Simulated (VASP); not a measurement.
Wanted: the native input for a VASP 6.6.1 run.

```yaml
Task: single point
Functional: PBE
Potentials_or_basis: VASP PAW PBE potentials, release 64 (Cu_sv_GW)
Cutoff: 820 eV
k_mesh: 24 × 24 × 24
Occupations: gaussian, width 0.15 eV
Spin: no spin polarisation
Dipole_correction: no
Further_INCAR_settings: ALGO = Normal; EDIFF = 1e-06; NBANDS = 16
```

The structure of Cu lies in POSCAR:

```
Cu
1.0
    0.0000000000      1.9063040834      1.9063040834
    1.9063040834      0.0000000000      1.9063040834
    1.9063040834      1.9063040834      0.0000000000
Cu
1
Direct
    0.0000000000      0.0000000000      0.0000000000
```

One way to write it, as run:

INCAR

```
SYSTEM = Cu
ALGO     = Normal         ! electronic algorithm
EDIFF    = 1E-6           ! SCF threshold, eV
ENCUT    = 820            ! plane-wave cutoff, eV
GGA      = PE             ! functional
GGA_COMPAT= .False.      
ISIF     = 2              ! what is computed and relaxed
ISMEAR   = 0              ! smearing method
LASPH    = .True.         ! aspherical terms in the spheres
LCHARG   = .False.        ! write CHGCAR
LREAL    = .False.        ! projectors in reciprocal space
LWAVE    = .False.        ! write WAVECAR
NBANDS   = 16             ! bands
NELM     = 120            ! most SCF steps
PREC     = Accurate       ! precision mode
SIGMA    = 0.15           ! smearing width, eV
```

KPOINTS

```
k-points
0
Gamma
  24 24 24
  0 0 0
```

Potentials or basis: VASP PAW PBE potentials, release 64 (Cu_sv_GW).

Run with:

```console
$ cat potpaw_PBE.64/Cu_sv_GW/POTCAR > POTCAR
$ mpirun -np 1 vasp_std > vasp.out
```

Results of the run:

* Pressure: -14.6 GPa
* Band gap on the k mesh: zero (an odd number of electrons rules out a gap without spin polarisation)

Caveat: the cell stands under tension.

Run time: 100 s on 1 thread of Intel(R) Xeon(R) Platinum 8488C (Sapphire Rapids), with other jobs on the host, peak memory 0.34 GiB.
